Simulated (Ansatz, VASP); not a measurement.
## One calculation of MgTe, two programs

File POSCAR:

```
MgTe
1.0
    4.7607410402      0.0000000000      0.0000000000
   -2.3803705201      4.1229226816      0.0000000000
    0.0000000000      0.0000000000      7.7532929269
Mg Te
2 2
Direct
    0.3333333333      0.6666666667     -0.0006080485
    0.6666666667      0.3333333333      0.4993919515
    0.3333333333      0.6666666667      0.3756080485
    0.6666666667      0.3333333333      0.8756080485
```

Contents of INCAR.step1:

```
ALGO     = Normal         # electronic algorithm
EDIFF    = 1E-5           # SCF threshold, eV
ENCUT    = 520            # plane-wave cutoff, eV
GGA      = PE             # functional
GGA_COMPAT= False        
ISIF     = 2              # what is computed and relaxed
ISMEAR   = 0              # smearing method
LASPH    = True           # aspherical terms in the spheres
LCHARG   = False          # write CHGCAR
LREAL    = False          # projectors in reciprocal space
LWAVE    = True           # write WAVECAR
NBANDS   = 16             # bands
NELM     = 120            # most SCF steps
PREC     = Accurate       # precision mode
SIGMA    = 0.01           # smearing width, eV
```

Contents of INCAR.step2:

```
ALGO     = Normal         # electronic algorithm
EDIFF    = 1E-6           # SCF threshold, eV
ENCUT    = 520            # plane-wave cutoff, eV
GGA      = PE             # functional
GGA_COMPAT= False        
HFSCREEN = 0.2079         # screening, 1/A
ISIF     = 2              # what is computed and relaxed
ISMEAR   = 0              # smearing method
ISTART   = 1            
LASPH    = True           # aspherical terms in the spheres
LCHARG   = False          # write CHGCAR
LHFCALC  = True           # exact exchange
LREAL    = False          # projectors in reciprocal space
LWAVE    = False          # write WAVECAR
NBANDS   = 16             # bands
NELM     = 120            # most SCF steps
PREC     = Accurate       # precision mode
PRECFOCK = Normal       
SIGMA    = 0.01           # smearing width, eV
```

Contents of KPOINTS:

```
k-points
0
Gamma
  6 6 2
```

Input for Ansatz:

```yaml
crystal:
  lattice:
    - [4.7607410402, 0.0, 0.0]
    - [-2.3803705201, 4.1229226816, 0.0]
    - [0.0, 0.0, 7.7532929269]
  atoms:
    - { symbol: Mg, position: [0.3333333333, 0.6666666667, -0.0006080485] }
    - { symbol: Mg, position: [0.6666666667, 0.3333333333, 0.4993919515] }
    - { symbol: Te, position: [0.3333333333, 0.6666666667, 0.3756080485] }
    - { symbol: Te, position: [0.6666666667, 0.3333333333, 0.8756080485] }
kpoints:
  mp_grid: { grid: [6, 6, 2] }
  band_path:
    path:
      - [0.0, 0.0, 0.0]
      - [0.5, 0.0, 0.0]
      - [0.3333333333, 0.3333333333, 0.0]
      - [0.0, 0.0, 0.5]
      - [0.5, 0.0, 0.5]
      - [0.3333333333, 0.3333333333, 0.5]
      - [-0.010417, 0.005208, 0.0]
    npoints: 1
hamiltonian:
  xc: hse06
scf:
  occupations: { method: fixed }
  n_extra_bands: 5
output:
  forces: true
  stress: true
  eigenvalues: true
```

Change from the starting cell: hydrostatic strain +4.0%.

Alike in both runs: task single point; functional HSE06; k mesh 6 × 6 × 2; no spin polarisation.

```csv
,VASP,Ansatz
version,VASP 6.6.1,Ansatz 0.2.0
potentials or method,"VASP PAW PBE potentials, release 64 (Mg, Te)","plane waves, PAW"
plane-wave cutoff (eV),520,420
occupations,"gaussian, width 0.01 eV",fixed
valence electrons in the cell,16,52
```

|  | VASP | Ansatz | Ansatz less VASP |
| --- | --- | --- | --- |
| gap on the k mesh at the Fermi level (eV) | 2.67 | 2.76 | +0.096 |
| pressure (GPa) | -3.6 | -3.5 | +0.15 |

VASP's potentials hold 16 valence electrons a cell and Ansatz's 52, so a difference there can come from the potentials and not from the codes. Ansatz's warnings: stress exchange threshold loose, stress scf threshold loose.

Spin-orbit coupling is off throughout.
